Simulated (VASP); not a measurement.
Here is a VASP 6.6.1 calculation.

INCAR

```
SYSTEM = AlN
  PREC = Accurate
  ENCUT = 520
  EDIFF = 1E-7
  ISMEAR = 0
  SIGMA = 0.05
  LREAL = .FALSE.
  LASPH = .TRUE.
  NELM = 60
  ALGO = Normal
  ISIF = 2
  LWAVE = .FALSE.
  LCHARG = .FALSE.
  GGA = CA
  NBANDS = 26
```

The input KPOINTS:

```
Automatic mesh
0
G
  8 6 4
  0 0 0
```

File POSCAR:

```
AlN
1.0
   -1.6378403119      2.8368226349      0.0000000000
    0.0000000000      0.0000000000      4.1006264518
    4.9135209358      2.8368226349      0.0000000000
Al N
4 4
Direct
    0.7257694462      0.7500000000      0.1157407211
    1.0000000000      0.7500000000      0.6666666667
    0.0000000000      0.2500000000      0.3333333333
    0.5000000000      0.2500000000      0.8333333333
    0.5000000000      0.2500000000      0.1666666667
    1.0000000000      0.2500000000      0.6666666667
    0.0000000000      0.7500000000      0.3333333333
    0.5000000000      0.7500000000      0.8333333333
```

Potentials or basis: VASP PAW LDA potentials, release 64 (Al, N).

Command:

```console
$ cat potpaw_LDA.64/Al/POTCAR potpaw_LDA.64/N/POTCAR > POTCAR
$ mpirun -np 1 vasp_std > vasp.out
```

Task: What does it give for the band gap on the k mesh?

Result: 1.95 eV.

Task: Estimate the pressure.

Result: 14.2 GPa.

Stress tensor (GPa, compression positive):
```
 8.51 18.95  0.00
18.95 31.45  0.00
 0.00  0.00  2.60
```

Caveat: the cell differs from its parent crystal (atom 1 (Al) moved by -0.620 Å along [1 0 0] and +0.496 Å along [1 2 0]); the stress differs along the axes, from 3 to 31 GPa; forces of over 1 eV/Å act on the atoms, so gaps and moduli don't describe the material at rest. A k mesh can miss the band edges.
